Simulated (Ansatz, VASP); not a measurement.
# One calculation of TiIn4, two programs

File INCAR:

```
PREC = Accurate
ENCUT = 520
EDIFF = 1E-6
ISMEAR = 0
SIGMA = 0.1
LREAL = F
LASPH = T
NELM = 80
ALGO = Fast
ISIF = 2
LWAVE = F
LCHARG = T
GGA = PE
LELF = T
LVHAR = T
NBANDS = 40
```

Contents of KPOINTS:

```
regular mesh
0
Gamma
  4 4 4
```

File POSCAR:

```
TiIn4
1.0
   -3.1997158800      3.1997158800      2.9932880400
    3.1997158800     -3.1997158800      2.9932880400
    3.1997158800      3.1997158800     -2.9932880400
Ti In
1 4
Direct
    0.5000000000      0.5000000000      0.0000000000
    0.0000000000      0.7340611300      0.7340611300
    0.0000000000      0.2659388700      0.2659388700
    0.7340611300      0.0000000000      0.7340611300
    0.2659388700      0.0000000000      0.2659388700
```

Input for Ansatz:

```yaml
crystal:
  lattice:
    - [-3.19971588, 3.19971588, 2.99328804]
    - [3.19971588, -3.19971588, 2.99328804]
    - [3.19971588, 3.19971588, -2.99328804]
  atoms:
    - { symbol: Ti, position: [0.5, 0.5, 0.0] }
    - { symbol: In, position: [0.0, 0.73406113, 0.73406113] }
    - { symbol: In, position: [0.0, 0.26593887, 0.26593887] }
    - { symbol: In, position: [0.73406113, 0.0, 0.73406113] }
    - { symbol: In, position: [0.26593887, 0.0, 0.26593887] }
basis:
  ecutwfc: 420
kpoints:
  mp_grid: { grid: [4, 4, 4] }
hamiltonian:
  xc: pbe
scf:
  occupations: { method: gaussian, width: 0.1 }
  lower_state_search: "off"
output:
  forces: true
  stress: true
  eigenvalues: true
```

Alike in both runs: task single point; functional PBE; k mesh 4 × 4 × 4; occupations gaussian, width 0.1 eV; no spin polarisation.

|  | VASP | Ansatz |
| --- | --- | --- |
| version | VASP 6.6.1 | Ansatz 0.2.0 |
| potentials or method | VASP PAW PBE potentials, release 64 (Ti_sv, In_d), cutoff 520 eV | scalar-relativistic, plane waves, PAW |
| valence electrons in the cell | 64 | 64 |

|  | VASP | Ansatz | Ansatz less VASP |
| --- | --- | --- | --- |
| gap on the k mesh at the Fermi level (eV) | none | none | - |
| pressure (GPa) | 12.6 | 12.4 | -0.13 |
| traceless stress, the component that is largest in VASP (GPa) | -15.54 | -15.41 | +0.131 |
| rms of the force components (eV/Å) | 3.376 | 3.352 | -0.0240 |

Atom by atom the forces differ by 0.024 eV/Å (rms over components). A gap of «none» marks a metal or a gap that the smearing closes.
